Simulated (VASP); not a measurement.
Set up this calculation in VASP 6.6.1, as the native input.

```yaml
Task: single point
Functional: r2SCAN
Potentials_or_basis: VASP PAW PBE potentials, release 64 (Sc_sv)
Cutoff: 440 eV
k_mesh: 13 × 13 × 13
Occupations: methfessel-paxton, width 0.1 eV
Spin: no spin polarisation
Tolerance_level: tight
Purpose: restart
Start: from scratch
Further_INCAR_settings: ALGO = Normal; EDIFF = 1e-06
```

The structure of Sc lies in POSCAR:

```
Sc
1.0
   -1.9172054859      1.9172054859      1.7176030000
    1.9172054859     -1.9172054859      1.7176030000
    1.9172054859      1.9172054859     -1.7176030000
Sc
1
Direct
    0.0000000000      0.0000000000      0.0000000000
```

These files were run (other wordings do the same):

INCAR

```
SYSTEM = Sc
ALGO = Normal ; EDIFF = 1E-6
ENCUT = 440 ; GGA_COMPAT = .False.
ISIF = 2 ; ISMEAR = 1
LASPH = .True. ; LCHARG = .False.
LMIXTAU = .True. ; LREAL = .False.
LWAVE = .False. ; METAGGA = R2SCAN
NELM = 120 ; PREC = Accurate
SIGMA = 0.1
```

KPOINTS

```
k-points
0
Gamma
  13 13 13
```

Potentials or basis: VASP PAW PBE potentials, release 64 (Sc_sv).

Launch:

```sh
$ cat potpaw_PBE.64/Sc_sv/POTCAR > POTCAR
$ mpirun -np 1 vasp_std > vasp.out
```

It gave:

| Item | Value |
| --- | --- |
| Pressure | -0.3 GPa |
| Band gap on the k mesh | zero (an odd number of electrons rules out a gap without spin polarisation) |

Caveat: the PAW data sets were made with another functional, which shifts forces and pressure a little.

Run time: 57 s on 1 thread of Intel(R) Xeon(R) 6975P-C (Granite Rapids) (shared host), peak memory 0.16 GiB.
